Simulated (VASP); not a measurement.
SnSe, 2 atoms in the cell. It takes space group Immm (No. 71, orthorhombic). The conventional cell has a = 4.221 Å, b = 4.292 Å, c = 6.020 Å, α = 90.00°, β = 90.00°, γ = 90.00°. Within 4.0 Å of Sn (site symmetry mmm) lie 6 Se at 3.01 Å. Within 4.0 Å of Se (site symmetry mmm) lie 6 Sn at 3.01 Å. 

| Quantity | Value |
| --- | --- |
| Program | VASP 6.6.1 |
| Task | single point |
| Functional | PBEsol |
| Potentials or basis | VASP PAW PBE potentials, release 64 (Sn_d, Se) |
| Cutoff | 520 eV |
| k mesh | 6 × 6 × 6 |
| Occupations | fermi-dirac, width 0.02 eV |
| Spin | no spin polarisation |
| Dipole correction | no |
| Further INCAR settings | ALGO = Normal; EDIFF = 1e-06; NBANDS = 17 |

Potentials or basis: VASP PAW PBE potentials, release 64 (Sn_d, Se).

Command:

```bash
$ cat potpaw_PBE.64/Sn_d/POTCAR potpaw_PBE.64/Se/POTCAR > POTCAR
$ mpirun -np 1 vasp_std > vasp.out
```

Hardware: 1 thread of AMD EPYC 9R45 96-Core Processor (Zen 5), with other jobs on the host.

Q: Estimate the wall time of this run.

A: It took 17 s on 1 thread of AMD EPYC 9R45 96-Core Processor (Zen 5) (shared host), peak memory 0.17 GiB. Counts: scf iterations 12, k points 46.
